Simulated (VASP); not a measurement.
Input of a VASP 6.6.1 run:

The input INCAR:

```
PREC = Accurate
ENCUT = 520
EDIFF = 1E-6
ISMEAR = 0
SIGMA = 0.05
LREAL = False
LASPH = True
NELM = 150
ALGO = Normal
ISIF = 2
LWAVE = False
LCHARG = True
ISPIN = 2
MAGMOM = 3.24 3.24 3.24 3.24
LORBIT = 11
GGA = PS
LELF = True
LVHAR = True
NBANDS = 22
```

File KPOINTS:

```
regular mesh
0
Gamma
  4 4 4
```

Contents of POSCAR:

```
N
1.0
    5.4983957562      0.0000000000      0.0000000000
    0.0000000000      6.2003186186      0.0000000000
    0.0000000000      0.0000000000      5.8493571874
N
4
Direct
    0.0000638858      0.0000638858      0.0000638858
    0.4999361142      0.9999361142      0.5000638858
    0.5000638858      0.4999361142      0.9999361142
    0.9999361142      0.5000638858      0.4999361142
```

Potentials or basis: VASP PAW PBE potentials, release 64 (N).

Run with:

```bash
$ cat potpaw_PBE.64/N/POTCAR > POTCAR
$ mpirun -np 1 vasp_std > vasp.out
```

Q: What does it give for the pressure?

A: 0.0 GPa.

Q: Predict the net moment.

A: 12.00 μB per cell.

Q: What does it give for the band gap on the k mesh?

A: 3.33 eV.

Caveat: the cell differs from its parent crystal (strain -0.0600 x Voigt [1, -1, 0, 0, 0, 0]); the nearest neighbours stand farther apart than a usual bond; the PAW data sets were made with another functional, which shifts forces and pressure a little; this functional lacks dispersion, which binds layers or chains, so the pressure and a relaxed spacing across them are unreliable. A k mesh can miss the band edges.
